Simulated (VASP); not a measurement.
Write the native input for VASP 6.6.1 that does the following.

```
Task                   : single point
Functional             : PBE
Potentials or basis    : VASP PAW PBE potentials, release 64 (Bi_d, S)
Cutoff                 : 520 eV
k mesh                 : 4 × 4 × 4
Occupations            : gaussian, width 0.1 eV
Spin                   : no spin polarisation
Dipole correction      : no
Further INCAR settings : ALGO = Normal; EDIFF = 1e-06; NBANDS = 28
```

The structure of BiS4 lies in POSCAR:

```
BiS4
1.0
    5.6128737400      0.0000000000      0.0000000000
    0.0000000000      5.6128737400      0.0000000000
    0.0000000000      0.0000000000      4.9007072600
Bi S
1 4
Direct
    0.0000000000      0.0000000000      0.5000000000
    0.6919688800      0.0000000000      0.0000000000
    0.3080311200      0.0000000000      0.0000000000
    0.0000000000      0.6919688800      0.0000000000
    0.0000000000      0.3080311200      0.0000000000
```

The cell was generated, and may not be a known phase.

The input as run:

INCAR

```
SYSTEM = BiS4
PREC = Accurate
ENCUT = 520
EDIFF = 1E-6
ISMEAR = 0
SIGMA = 0.1
LREAL = .False.
LASPH = .True.
NELM = 60
ALGO = Normal
ISIF = 2
LWAVE = .False.
LCHARG = .False.
GGA = PE
NBANDS = 28
```

KPOINTS

```
regular mesh
0
Gamma
  4 4 4
  0 0 0
```

Potentials or basis: VASP PAW PBE potentials, release 64 (Bi_d, S).

Launch:

```bash
$ cat potpaw_PBE.64/Bi_d/POTCAR potpaw_PBE.64/S/POTCAR > POTCAR
$ mpirun -np 1 vasp_std > vasp.out
```

It gave:

- Pressure: 4.1 GPa
- Largest force: 1.281 eV/Å
- Band gap on the k mesh: zero (an odd number of electrons rules out a gap without spin polarisation)

Caveat: the stress differs along the axes, from -1 to 6 GPa; spin-orbit coupling is left out, which moves the levels of the heavy elements; forces of over 1 eV/Å act on the atoms, so gaps and moduli don't describe the material at rest.

Wall time 41 s on 1 thread of Intel(R) Xeon(R) 6975P-C (Granite Rapids) (shared host), peak memory 0.26 GiB.
